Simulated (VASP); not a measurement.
The system is HgTe.

```
Hg Te
1.0
     0.00000    3.18000    3.18000
     3.18000    0.00000    3.18000
     3.18000    3.18000    0.00000
Hg Te
1 1
Direct
  0.00000 0.00000 0.00000
  0.50000 0.50000 0.50000
```

| Quantity | Value |
| --- | --- |
| Program | VASP 6.6.1 |
| Task | relaxation of cell and atoms |
| Functional | PBEsol |
| Dispersion | D4 |
| Potentials or basis | VASP PAW PBE potentials, release 64 (Hg, Te) |
| Cutoff | 600 eV |
| k mesh | 7 × 7 × 7 |
| Occupations | fermi-dirac, width 0.05 eV |
| Spin | no spin polarisation |

At the start: pressure -7.5 GPa; volume 32.16 Å³/atom.

Task: How do energy, volume and symmetry change on relaxing?

Result: Over 3 steps the energy falls by 165.5 meV/atom and the volume is 26.42 Å³/atom (-17.8 %); space group Fm-3m (No. 225, to 0.05 Å).

Step by step:
| step | energy change (eV) | largest force (eV/Å) | pressure (GPa) | volume (Å³) |
| --- | --- | --- | --- | --- |
| 1 | 0.0000 | 0.0000 | -7.49 | 64.31 |
| 2 | -0.3213 | 0.0000 | 2.07 | 51.31 |
| 3 | -0.3309 | 0.0000 | 0.01 | 52.84 |

Final structure:
```
Hg Te
1.0
     0.00000    2.97840    2.97840
     2.97840    0.00000    2.97840
     2.97840    2.97840    0.00000
Hg Te
1 1
Direct
  0.00000 0.00000 0.00000
  0.50000 0.50000 0.50000
```

Caveat: the volume moved by over 15 % at a fixed basis, so the end points are rough; the PAW data sets were made with another functional, which shifts forces and pressure a little; the volume moved by -18 % from the deposited cell, more than functionals usually miss; pairwise dispersion overbinds metals, which lowers pressure and volume.
